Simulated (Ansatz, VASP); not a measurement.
PbS in VASP and in Ansatz

POSCAR

```
PbS
1.0
    0.0000000000      2.9657500000      2.9657500000
    2.9657500000      0.0000000000      2.9657500000
    2.9657500000      2.9657500000      0.0000000000
Pb S
1 1
Direct
    0.0000000000      0.0000000000      0.0000000000
    0.5000000000      0.5000000000      0.5000000000
```

File INCAR.step1:

```
ALGO     = Normal         # electronic algorithm
EDIFF    = 1E-5           # SCF threshold, eV
ENCUT    = 520            # plane-wave cutoff, eV
GGA      = PE             # functional
ISIF     = 2              # what is computed and relaxed
ISMEAR   = -1             # smearing method
LASPH    = True           # aspherical terms in the spheres
LREAL    = False          # projectors in reciprocal space
LWAVE    = True           # write WAVECAR
NBANDS   = 17             # bands
NELM     = 80             # most SCF steps
PREC     = Accurate       # precision mode
SIGMA    = 0.05           # smearing width, eV
```

INCAR.step2

```
AEXX     = 0.1            # exact-exchange fraction
ALGO     = Normal         # electronic algorithm
EDIFF    = 1E-6           # SCF threshold, eV
ENCUT    = 520            # plane-wave cutoff, eV
ISIF     = 2              # what is computed and relaxed
ISMEAR   = -1             # smearing method
ISTART   = 1            
LASPH    = True           # aspherical terms in the spheres
LCHARG   = True           # write CHGCAR
LELF     = True           # ELF
LHFCALC  = True           # exact exchange
LMIXTAU  = True         
LREAL    = False          # projectors in reciprocal space
LVHAR    = True         
LWAVE    = False          # write WAVECAR
METAGGA  = R2SCAN         # meta-GGA
NBANDS   = 17             # bands
NELM     = 80             # most SCF steps
PREC     = Accurate       # precision mode
PRECFOCK = Normal       
SIGMA    = 0.05           # smearing width, eV
```

The input KPOINTS:

```
k-points
0
Gamma
  5 5 5
```

Contents of input.yaml:

```yaml
crystal:
  lattice:
    - [0.0, 2.96575, 2.96575]
    - [2.96575, 0.0, 2.96575]
    - [2.96575, 2.96575, 0.0]
  atoms:
    - { symbol: Pb, position: [0.0, 0.0, 0.0] }
    - { symbol: S, position: [0.5, 0.5, 0.5] }
hamiltonian:
  xc: { exchange: r2scan, correlation: r2scan, exx: { coeff: 0.1 } }
  pseudopotentials: { kind: paw }
kpoints:
  mp_grid: { grid: [5, 5, 5] }
scf:
  occupations: { method: fermi_dirac, width: 0.05 }
output:
  forces: true
  stress: true
  eigenvalues: true
```

Alike in both runs: task single point; functional r2SCAN-based global hybrid; k mesh 5 × 5 × 5; occupations fermi-dirac, width 0.05 eV; no spin polarisation.

|  | VASP | Ansatz |
| --- | --- | --- |
| version | VASP 6.6.1 | Ansatz 0.2.0 |
| potentials or method | VASP PAW PBE potentials, release 64 (Pb_d, S) | Ansatz PAW |
| plane-wave cutoff (eV) | 520 | 500 |
| valence electrons in the cell | 20 | 20 |

Ansatz gave:

| Property | Result |
| --- | --- |
| pressure (GPa) | 1.0 |

Problem. What did VASP give for the same quantities?

Solution. Pressure (GPa): 0.9.

VASP's potentials were made for PBE, not for r2SCAN-based global hybrid.

Spin-orbit coupling is off throughout.
